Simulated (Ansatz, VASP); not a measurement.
Tl in VASP and in Ansatz

The input POSCAR:

```
Tl
1.0
   -1.9559951735      1.9559951735      1.9559951735
    1.9559951735     -1.9559951735      1.9559951735
    1.9559951735      1.9559951735     -1.9559951735
Tl
1
Direct
    0.0000000000      0.0000000000      0.0000000000
```

Contents of INCAR.step1:

```
PREC = Accurate ; ENCUT = 520
ISMEAR = -1 ; SIGMA = 0.05
LREAL = False ; LASPH = True
NELM = 60 ; NBANDS = 12
GGA = PE ; ALGO = Normal
EDIFF = 1E-4 ; LWAVE = True
LCHARG = False
```

File INCAR.step2:

```
PREC = Accurate ; ENCUT = 520
EDIFF = 1E-6 ; ISMEAR = -1
SIGMA = 0.05 ; LREAL = False
LASPH = True ; NELM = 60
ALGO = Normal ; ISIF = 2
LWAVE = False ; LCHARG = True
METAGGA = R2SCAN ; LMIXTAU = True
LELF = True ; LVHAR = True
NBANDS = 12 ; ISTART = 1
```

Contents of KPOINTS:

```
Automatic mesh
0
Gamma
  6 6 6
```

Contents of input.yaml:

```yaml
crystal:
  lattice:
    - [-1.9559951735, 1.9559951735, 1.9559951735]
    - [1.9559951735, -1.9559951735, 1.9559951735]
    - [1.9559951735, 1.9559951735, -1.9559951735]
  atoms:
    - { symbol: Tl, position: [0.0, 0.0, 0.0] }
hamiltonian:
  xc: r2scan
  pseudopotentials: { kind: paw }
kpoints:
  mp_grid: { grid: [6, 6, 6] }
  band_path:
    path:
      - [[0.0, 0.0, 0.0], [0.5, -0.5, 0.5], [0.0, 0.0, 0.5], [0.0, 0.0, 0.0], [0.25, 0.25, 0.25], [0.5, -0.5, 0.5]]
      - [[0.25, 0.25, 0.25], [0.0, 0.0, 0.5]]
    npoints: 14
scf:
  occupations: { method: fermi_dirac, width: 0.05 }
  n_extra_bands: 6
output:
  forces: true
  stress: true
  eigenvalues: true
  fatbands: false
  write_density: true
  write_potential: true
  elf: true
  volumetric_format: npy
```

Alike in both runs: functional r2SCAN; k mesh 6 × 6 × 6; occupations fermi-dirac, width 0.05 eV; no spin polarisation.

|  | VASP | Ansatz |
| --- | --- | --- |
| version | VASP 6.6.1 | Ansatz 0.2.0 |
| potentials or method | VASP PAW PBE potentials, release 64 (Tl_d) | Ansatz PAW |
| plane-wave cutoff (eV) | 520 | 500 |
| valence electrons in the cell | 13 | 13 |
| task | single point | band structure |

|  | VASP | Ansatz | Ansatz less VASP |
| --- | --- | --- | --- |
| gap on the k mesh at the Fermi level (eV) | none | none | - |
| pressure (GPa) | 0.2 | 0.3 | +0.04 |

VASP's potentials were made for PBE, not for r2SCAN. A gap of «none» marks a metal or a gap that the smearing closes. The functional is the same, so the differences come from potentials, cutoffs and numerics.

The k mesh is coarse, so the values compare programs but aren't converged. Neither program's run includes spin-orbit coupling.
